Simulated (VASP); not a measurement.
Wanted: the native input for a VASP 6.6.1 run.

```
Task                   : electric field gradients
Functional             : LDA
Potentials or basis    : VASP PAW LDA potentials, release 64 (In_d, P)
Cutoff                 : 520 eV
k mesh                 : 11 × 11 × 11
Occupations            : fermi-dirac, width 0.05 eV
Spin                   : no spin polarisation
Dipole correction      : no
Further INCAR settings : ALGO = Normal; EDIFF = 1e-08; NBANDS = 16
```

The structure of InP lies in POSCAR:

```
InP
1.0
    0.0000000000      2.8550000000      2.8264500000
    2.8550000000      0.0000000000      2.8264500000
    2.8550000000      2.8550000000      0.0000000000
In P
1 1
Direct
    0.0000000000      0.0000000000      0.0000000000
    0.5000000000      0.5000000000      0.5000000000
```

This cell differs from its parent crystal: zz strain of -1 %.

These files were run (other wordings do the same):

INCAR

```
SYSTEM = InP
PREC = Accurate
ENCUT = 520
EDIFF = 1E-8
ISMEAR = -1
SIGMA = 0.05
LREAL = .FALSE.
LASPH = .TRUE.
NELM = 80
ALGO = Normal
ISIF = 2
LWAVE = .FALSE.
LCHARG = .FALSE.
GGA = CA
LEFG = .TRUE.
NBANDS = 16
```

KPOINTS

```
regular mesh
0
G
  11 11 11
  0 0 0
```

Potentials or basis: VASP PAW LDA potentials, release 64 (In_d, P).

The run is started by

```console
$ cat potpaw_LDA.64/In_d/POTCAR potpaw_LDA.64/P/POTCAR > POTCAR
$ mpirun -np 1 vasp_std > vasp.out
```

It gave:

- Pressure: -9.3 GPa
- Band gap on the k mesh: zero (bands 9 and 10 overlap by 2.39 eV)
- Largest electric field gradient by atom: In -9.6; P +0.7 V/Å²

Caveat: the cell differs from its parent crystal (zz strain of -1 %); the cell stands under tension; without QUAD_EFG the Cq values of the log hold for a quadrupole moment of 1 mb, not for the nuclei; spin-orbit coupling is left out, which moves the levels of the heavy elements.

Run time: 120 s on 1 thread of Intel Xeon 8259CL (shared host), peak memory 0.22 GiB.
